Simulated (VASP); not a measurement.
Input of a VASP 6.6.1 run:

The input INCAR:

```
PREC = Accurate
ENCUT = 520
EDIFF = 1E-6
ISMEAR = 0
SIGMA = 0.03
LREAL = F
LASPH = T
NELM = 100
ALGO = Normal
ISIF = 2
LWAVE = F
LCHARG = F
NBANDS = 16
```

Contents of KPOINTS:

```
regular mesh
0
Gamma
  10 10 10
```

Contents of POSCAR:

```
Si
1.0
   -3.3753259543      3.3753259543      1.8935498751
    3.3753259543     -3.3753259543      1.8935498751
    3.3753259543      3.3753259543     -1.8935498751
Si
4
Direct
    0.1788010600      0.1788010600      0.3576021200
    0.8211989400      0.8211989400      0.6423978800
    0.1788010600      0.8211989400      0.0000000000
    0.8211989400      0.1788010600      0.0000000000
```

Potentials or basis: VASP PAW LDA potentials, release 64 (Si).

Launch:

```bash
$ cat potpaw_LDA.64/Si/POTCAR > POTCAR
$ mpirun -np 1 vasp_std > vasp.out
```

Task: Predict the pressure.

Result: -2.8 GPa.

Task: What does it give for the band gap on the k mesh?

Result: 0.31 eV (least direct gap 0.66 eV).

Task: Estimate the largest force.

Result: 0.329 eV/Å.

Forces on the atoms (eV/Å):
```
Si  -0.232 -0.232  0.000
Si   0.232  0.232  0.000
Si   0.232 -0.232  0.000
Si  -0.232  0.232  0.000
```

Caveat: the cell differs from its parent crystal (strain +0.015 along x and y, -0.015 along z). A k mesh can miss the band edges.
